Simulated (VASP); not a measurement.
# ZnF2 (P4_2/mnm) in VASP: single point with PBE

Aim: the single point of ZnF2 with PBE.

All numbers are computed with VASP 6.6.1; they aren't measurements. Logs are shortened: lines on timing, memory, paths and dates and some standing lists are left out, and cuts for length are marked.

**1. The cell of the first run**

It takes space group P4_2/mnm (No. 136, tetragonal). The conventional cell has a = 4.800 Å, b = 4.800 Å, c = 3.176 Å, α = 90.00°, β = 90.00°, γ = 90.00°. Within 2.7 Å of Zn (site symmetry mmm) lie 6 F at 2.07 Å. Within 2.7 Å of F (site symmetry m2m) lie 3 Zn at 2.07 Å and 1 F at 2.66 Å.

**2. Single point, PBE**

Contents of POSCAR:

```
ZnF2
1.0
    4.7999912286      0.0000000000      0.0000000000
    0.0000000000      4.7999912286      0.0000000000
    0.0000000000      0.0000000000      3.1756124510
Zn F
2 4
Direct
    0.0000000000      0.0000000000      0.0000000000
    0.5000000000      0.5000000000      0.5000000000
    0.3043824408      0.3043824408      0.0000000000
    0.1956175592      0.8043824408      0.5000000000
    0.6956175592      0.6956175592      0.0000000000
    0.8043824408      0.1956175592      0.5000000000
```

Contents of INCAR.step1:

```
  PREC = Accurate
  ENCUT = 520
  EDIFF = 1E-6
  ISMEAR = 0
  SIGMA = 0.05
  LREAL = False
  LASPH = True
  NELM = 120
  ALGO = Normal
  ISIF = 2
  LWAVE = False
  LCHARG = True
  GGA = PE
  NBANDS = 35
  GGA_COMPAT = False
  NEDOS = 2001
  LORBIT = 11
```

Contents of KPOINTS.step1:

```
Automatic mesh
0
Gamma
  6 6 10
```

Contents of INCAR.step2:

```
  PREC = Accurate
  ENCUT = 520
  EDIFF = 1E-6
  ISMEAR = -5
  SIGMA = 0.05
  LREAL = False
  LASPH = True
  NELM = 120
  ALGO = Normal
  ISIF = 2
  LWAVE = False
  LCHARG = False
  GGA = PE
  LORBIT = 11
  NEDOS = 2001
  ICHARG = 11
  GGA_COMPAT = False
```

Contents of KPOINTS.step2:

```
Automatic mesh
0
Gamma
  9 9 15
```

Potentials or basis: VASP PAW PBE potentials, release 64 (Zn, F).

On the command line:

```bash
$ cat potpaw_PBE.64/Zn/POTCAR potpaw_PBE.64/F/POTCAR > POTCAR
$ cp INCAR.step1 INCAR
$ cp KPOINTS.step1 KPOINTS
$ mpirun -np 1 vasp_std > vasp.out
$ cp INCAR.step2 INCAR
$ cp KPOINTS.step2 KPOINTS
$ mpirun -np 1 vasp_std > vasp.out
```

OUTCAR:

```text
PREC = Accurate
   ENCUT = 520
   EDIFF = 1E-6
   ISMEAR = -5
   LREAL = False
   LASPH = True
   NELM = 120
   ISIF = 2
   GGA = PE
   LORBIT = 11
   ICHARG = 11

 ion  position               nearest neighbor table
   1  0.000  0.000  0.000-   3 2.07   5 2.07   4 2.07   6 2.07   4 2.07   6 2.07
   2  0.500  0.500  0.500-   4 2.07   6 2.07   5 2.07   3 2.07   3 2.07   5 2.07
   3  0.304  0.304  0.000-   1 2.07   2 2.07   2 2.07
   4  0.196  0.804  0.500-   2 2.07   1 2.07   1 2.07
   5  0.696  0.696  0.000-   1 2.07   2 2.07   2 2.07
   6  0.804  0.196  0.500-   2 2.07   1 2.07   1 2.07

  LATTYP: Found a simple tetragonal cell.
 ALAT       =     4.7999912286
 C/A-ratio  =     0.6615871363

  Lattice vectors:

 A1 = (   4.7999912286,   0.0000000000,   0.0000000000)
 A2 = (   0.0000000000,   4.7999912286,   0.0000000000)
 A3 = (   0.0000000000,   0.0000000000,   3.1756124510)

Analysis of symmetry for initial positions (statically):
=====================================================================
 Subroutine PRICEL returns:
 Original cell was already a primitive cell.

 Routine SETGRP: Setting up the symmetry group for a
 simple tetragonal supercell.

 Subroutine GETGRP returns: Found 16 space group operations
 (whereof  8 operations were pure point group operations)
 out of a pool of 16 trial point group operations.

The static configuration has the point symmetry D_2h.
 The point group associated with its full space group is D_4h.

Analysis of symmetry for dynamics (positions and initial velocities):
=====================================================================
 Subroutine PRICEL returns:
 Original cell was already a primitive cell.

 Routine SETGRP: Setting up the symmetry group for a
 simple tetragonal supercell.

 Subroutine GETGRP returns: Found 16 space group operations
 (whereof  8 operations were pure point group operations)
 out of a pool of 16 trial point group operations.

The dynamic configuration has the point symmetry D_2h.
 The point group associated with its full space group is D_4h.

 Subroutine INISYM returns: Found 16 space group operations
 (whereof  8 operations are pure point group operations),
 and found     1 'primitive' translations

----------------------------------------------------------------------------------------

                                     Primitive cell

  volume of cell :      73.1658

  direct lattice vectors                    reciprocal lattice vectors
     4.799991229  0.000000000  0.000000000     0.208333714  0.000000000  0.000000000
     0.000000000  4.799991229  0.000000000     0.000000000  0.208333714  0.000000000
     0.000000000  0.000000000  3.175612451     0.000000000  0.000000000  0.314899886

  length of vectors
     4.799991229  4.799991229  3.175612451     0.208333714  0.208333714  0.314899886

  position of ions in fractional coordinates (direct lattice)
     0.000000000  0.000000000  0.000000000
     0.500000000  0.500000000  0.500000000
     0.304382441  0.304382441  0.000000000
     0.195617559  0.804382441  0.500000000
     0.695617559  0.695617559  0.000000000
     0.804382441  0.195617559  0.500000000

  ion indices of the primitive-cell ions
   primitive index   ion index
                 1           1
                 2           2
                 3           3
                 4           4
                 5           5
                 6           6

----------------------------------------------------------------------------------------

 KPOINTS: Automatic mesh

Automatic generation of k-mesh.
 Grid dimensions read from file:
 generate k-points for:    9    9   15

 Generating k-lattice:

  Cartesian coordinates                     Fractional coordinates (reciprocal lattice)
     0.023148190  0.000000000  0.000000000     0.111111111  0.000000000  0.000000000
     0.000000000  0.023148190  0.000000000     0.000000000  0.111111111  0.000000000
     0.000000000  0.000000000  0.020993326     0.000000000  0.000000000  0.066666667

  Length of vectors
     0.023148190  0.023148190  0.020993326

  Shift w.r.t. Gamma in fractional coordinates (k-lattice)
     0.000000000  0.000000000  0.000000000

 TETIRR: Found   1798 inequivalent tetrahedra from     7290

 Subroutine IBZKPT returns following result:
 ===========================================

 Found    120 irreducible k-points:

 Following reciprocal coordinates:
            Coordinates               Weight
  0.000000  0.000000  0.000000      1.000000
  0.111111  0.000000  0.000000      4.000000
  0.222222  0.000000  0.000000      4.000000
  0.333333  0.000000  0.000000      4.000000
  0.444444  0.000000  0.000000      4.000000
  0.111111  0.111111  0.000000      4.000000
[... 16 lines left out ...]
  0.333333  0.111111  0.066667     16.000000
  0.444444  0.111111  0.066667     16.000000
 [... further k-points ...]
   k-points           NKPTS =    120   k-points in BZ     NKDIM =    120   number of bands    NBANDS=     31
   number of dos      NEDOS =   2001   number of ions     NIONS =      6
   total plane-waves  NPLWV =  31104
   dimension x,y,z NGX =    36 NGY =   36 NGZ =   24
   dimension x,y,z NGXF=    72 NGYF=   72 NGZF=   48
   ions per type =               2   4
   NGX,Y,Z   is equivalent  to a cutoff of  12.47, 12.47, 12.56 a.u.
   NGXF,Y,Z  is equivalent  to a cutoff of  24.94, 24.94, 25.13 a.u.
 SYSTEM =  unknown system
   PREC   = accura    normal or accurate (medium, high low for compatibility)
   ISTART =      0    job   : 0-new  1-cont  2-samecut
   ICHARG =     11    charge: 1-file 2-atom 10-const
   ISPIN  =      1    spin polarized calculation?
   LNONCOLLINEAR =      F non collinear calculations
   LSORBIT =      F    spin-orbit coupling
   LASPH  =      T    aspherical Exc in radial PAW
   ENCUT  =  520.0 eV  38.22 Ry    6.18 a.u.   8.92  8.92  5.90*2*pi/ulx,y,z
   NELM   =    120;   NELMIN=  2; NELMDL=  0     # of ELM steps
   EDIFF  = 0.1E-05   stopping-criterion for ELM
   LREAL  =      F    real-space projection
   EDIFFG = 0.1E-04   stopping-criterion for IOM
   NSW    =      0    number of steps for IOM
   IBRION =     -1    ionic relax: 0-MD 1-quasi-New 2-CG
   NFREE  =      0    steps in history (QN), initial steepest desc. (CG)
   ISIF   =      2    stress and relaxation
   ISYM   =      2    0-nonsym 1-usesym 2-fastsym
   POTIM  = 0.5000    time-step for ionic-motion
   TEBEG  =    0.0;   TEEND  =   0.0 temperature during run
   PSTRESS=    0.0 pullay stress
   NELECT =      52.0000    total number of electrons
   NUPDOWN=      -1.0000    fix difference up-down
   EMIN   =  10.00;   EMAX   =-10.00  energy-range for DOS
   EFERMI =   0.00;   METHOD = LEGACY
   ISMEAR =    -5;   SIGMA  =   0.05  broadening in eV -4-tet -1-fermi 0-gaus
   EFERMI_NEDOS =   21; number of points for ismear=-14 and -15
   IALGO  =     38    algorithm
   IMIX   =      4    mixing-type and parameters
     AMIX     =   0.40;   BMIX     =  1.00
     AMIX_MAG =   1.60;   BMIX_MAG =  1.00
  volume/ion in A,a.u.               =      12.19        82.29
  Fermi-wavevector in a.u.,A,eV,Ry     =   1.460965  2.760824 29.040531  2.134419
  Thomas-Fermi vector in A             =   2.577352
   LORBIT       =     11    0 simple, 1 ext, 2 COOP (PROOUT), +10 PAW based schemes
   GGA     = PE    functional components
   LHFCALC =     F    Hartree Fock is set to
   AEXX    =    0.0000 exact exchange contribution
   IVDW    =     0    specifies the selected vdW correction
   LEPSILON=     F    determine dielectric tensor
   LRPA    =     F    only Hartree local field effects (RPA)
 non-spin polarized calculation
 Fermi weights with tetrahedron method with Bloechl corrections
  energy-cutoff  :      520.00
  volume of cell :       73.17
 maximum number of plane-waves:      2000
 NGX is ok and might be reduce to    36

 number of electron      52.0000025 magnetization

 Free energy of the ion-electron system (eV)
  ---------------------------------------------------
  ext. energy  EPLUGINS =         0.00000000
  ---------------------------------------------------
  free energy    TOTEN  =       -23.24580412 eV

  energy without entropy =      -23.24580412  energy(sigma->0) =      -23.24580412

 E-fermi :  -1.7036     XC(G=0):  -9.9936

 val. band max:       -1.7153981020   @ k =   0.0000   0.0000   0.0000
 cond. band min:       1.7423693315   @ k =   0.0000   0.0000   0.0000
 fundamental gap:      3.4577674334
 Fermi energy:        -1.7036181840

 k-point     1 :       0.0000    0.0000    0.0000
  band No.  band energies     occupation
      1     -23.1121      2.00000
      2     -22.4313      2.00000
      3     -22.4313      2.00000
      4     -22.4076      2.00000
      5      -7.4235      2.00000
      6      -6.6622      2.00000
[... 23 lines left out ...]
     30       7.9572      0.00000
     31      11.6901      0.00000

 k-point     2 :       0.1111    0.0000    0.0000
  band No.  band energies     occupation
      1     -23.0954      2.00000
      2     -22.4806      2.00000
      3     -22.4277      2.00000
      4     -22.3806      2.00000
      5      -7.3678      2.00000
      6      -6.6428      2.00000
[... 23 lines left out ...]
     30       8.2357      0.00000
     31      11.5409      0.00000

 k-point     3 :       0.2222    0.0000    0.0000
  band No.  band energies     occupation
      1     -23.0469      2.00000
      2     -22.5617      2.00000
      3     -22.4178      2.00000
      4     -22.3638      2.00000
      5      -7.2079      2.00000
      6      -6.5904      2.00000
[... 703 lines left out ...]
     30       8.9583      0.00000
     31      10.8951      0.00000

 k-point    24 :       0.4444    0.1111    0.0667
  band No.  band energies     occupation
      1     -22.8557      2.00000
      2     -22.7543      2.00000
      3     -22.3961      2.00000
      4     -22.3784      2.00000
      5      -6.7557      2.00000
      6      -6.5647      2.00000
[... 23 lines left out ...]
     30       8.8395      0.00000
     31      11.0514      0.00000

 [... further k-points ...]

------------------------ aborting loop because EDIFF is reached ----------------------------------------

  FORCE on cell =-STRESS in cart. coord.  units (eV):
  Direction    XX          YY          ZZ          XY          YZ          ZX
  --------------------------------------------------------------------------------------
  -------------------------------------------------------------------------------------
  Total        0.1521603      0.1521603      0.2769326      0.0000000      0.0000000      0.0000000
  in kB        3.3319882      3.3319882      6.0642385      0.0000000      0.0000000      0.0000000
  external PRESSURE =       4.2427383 kB  Pullay stress =       0.0000000 kB

 VOLUME and BASIS-vectors are now :
 -----------------------------------------------------------------------------
  energy-cutoff  :      520.00
  volume of cell :       73.17
      direct lattice vectors                 reciprocal lattice vectors
     4.799991229  0.000000000  0.000000000     0.208333714  0.000000000  0.000000000
     0.000000000  4.799991229  0.000000000     0.000000000  0.208333714  0.000000000
     0.000000000  0.000000000  3.175612451     0.000000000  0.000000000  0.314899886

 POSITION                                       TOTAL-FORCE (eV/Angst)
 -----------------------------------------------------------------------------------
      0.00000      0.00000      0.00000         0.000000      0.000000     -0.000000
      2.40000      2.40000      1.58781         0.000000      0.000000     -0.000000
      1.46103      1.46103      0.00000        -0.009977     -0.009977     -0.000000
      0.93896      3.86103      1.58781         0.009977     -0.009977     -0.000000
      3.33896      3.33896      0.00000         0.009977      0.009977      0.000000
      3.86103      0.93896      1.58781        -0.009977      0.009977     -0.000000
 -----------------------------------------------------------------------------------
    total drift:                                0.000000      0.000000      0.000000

  FREE ENERGIE OF THE ION-ELECTRON SYSTEM (eV)
  ---------------------------------------------------
  free  energy   TOTEN  =       -23.2458041203 eV

  energy  without entropy=      -23.2458041203  energy(sigma->0) =      -23.24580412

 total charge

# of ion       s       p       d       tot
------------------------------------------
    1        0.321   0.323   9.927  10.572
    2        0.321   0.323   9.927  10.572
    3        1.735   4.352   0.000   6.088
    4        1.735   4.352   0.000   6.088
    5        1.735   4.352   0.000   6.088
    6        1.735   4.352   0.000   6.088
--------------------------------------------------
tot          7.583  18.056  19.855  45.493
```

It took 7 min on 1 thread of Oxide Virtual Turin-like, shared host; peak memory 0.28 GiB.

Results:

```yaml
Valence_electrons_inside_the_program's_atomic_spheres: Zn 10.57; F 6.09
```
